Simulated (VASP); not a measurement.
Set up this calculation in VASP 6.6.1, as the native input.

```yaml
Task: single point
Functional: LDA
Potentials_or_basis: VASP PAW LDA potentials, release 64 (Ga_d, Sb)
Cutoff: 500 eV
k_mesh: 6 × 6 × 6
Occupations: gaussian, width 0.1 eV
Spin: no spin polarisation
Dipole_correction: no
Further_INCAR_settings: ALGO = Normal; EDIFF = 1e-06; NBANDS = 16
```

The structure of GaSb lies in POSCAR:

```
GaSb
1.0
   -2.7534340000      2.7534340000      1.5907070000
    2.7534340000     -2.7534340000      1.5907070000
    2.7534340000      2.7534340000     -1.5907070000
Ga Sb
1 1
Direct
    0.2500000000      0.7500000000      0.5000000000
    0.0000000000      0.0000000000      0.0000000000
```

One way to write it, as run:

INCAR

```
SYSTEM = GaSb
PREC = Accurate
ENCUT = 500
EDIFF = 1E-6
ISMEAR = 0
SIGMA = 0.1
LREAL = .FALSE.
LASPH = .TRUE.
NELM = 120
ALGO = Normal
ISIF = 2
LWAVE = .FALSE.
LCHARG = .FALSE.
NBANDS = 16
GGA_COMPAT = .FALSE.
```

KPOINTS

```
Automatic mesh
0
G
  6 6 6
  0 0 0
```

Potentials or basis: VASP PAW LDA potentials, release 64 (Ga_d, Sb).

Launch:

```sh
$ cat potpaw_LDA.64/Ga_d/POTCAR potpaw_LDA.64/Sb/POTCAR > POTCAR
$ mpirun -np 1 vasp_std > vasp.out
```

It gave:

```yaml
Pressure: -4.0 GPa
Band_gap_on_the_k_mesh: zero (bands 9 and 10 overlap by 4.78 eV)
```

Caveat: the k points lie up to 0.38 Å⁻¹ apart, too coarse for converged energies and pressures of a metal; spin-orbit coupling is left out, which moves the levels of the heavy elements.

Wall time 15 s on 1 thread of Intel(R) Xeon(R) Platinum 8488C (Sapphire Rapids), with other jobs on the host, peak memory 0.16 GiB.
